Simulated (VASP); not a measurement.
A run of VASP 6.6.1:

POSCAR

```
Ti
1.0
    3.0331397821      0.0000000000      0.0000000000
   -1.5165698910      2.6267761045      0.0000000000
    0.0000000000      0.0000000000      4.4326234106
Ti
2
Direct
    0.3333333333      0.6666666667      0.2500000000
    0.6666666667      0.3333333333      0.7500000000
```

INCAR.step1

```
SYSTEM = Ti
PREC = Accurate
ENCUT = 520
ISMEAR = -1
SIGMA = 0.02
LREAL = .False.
LASPH = .True.
NELM = 100
NBANDS = 19
GGA = PE
ALGO = Normal
EDIFF = 1E-4
LWAVE = .True.
LCHARG = .False.
```

The input INCAR.step2:

```
SYSTEM = Ti
PREC = Accurate
ENCUT = 520
EDIFF = 1E-6
ISMEAR = -1
SIGMA = 0.02
LREAL = .False.
LASPH = .True.
NELM = 100
ALGO = Normal
ISIF = 2
LWAVE = .False.
LCHARG = .False.
METAGGA = R2SCAN
LMIXTAU = .True.
NBANDS = 19
ISTART = 1
```

Contents of KPOINTS:

```
regular mesh
0
Gamma
  24 24 12
  0 0 0
```

Potentials or basis: VASP PAW PBE potentials, release 64 (Ti_sv).

Command:

```bash
$ cat potpaw_PBE.64/Ti_sv/POTCAR > POTCAR
$ cp INCAR.step1 INCAR
$ mpirun -np 1 vasp_std > vasp.out
$ cp INCAR.step2 INCAR
$ mpirun -np 1 vasp_std > vasp.out
```

Hardware: 1 thread of Intel(R) Xeon(R) 6975P-C (Granite Rapids) (shared host).

Question: How long does it take, and how much memory?

Answer: Wall time 5.1 min on 1 thread of Intel(R) Xeon(R) 6975P-C (Granite Rapids), on a shared host, peak memory 0.34 GiB. Counts: k points 427.
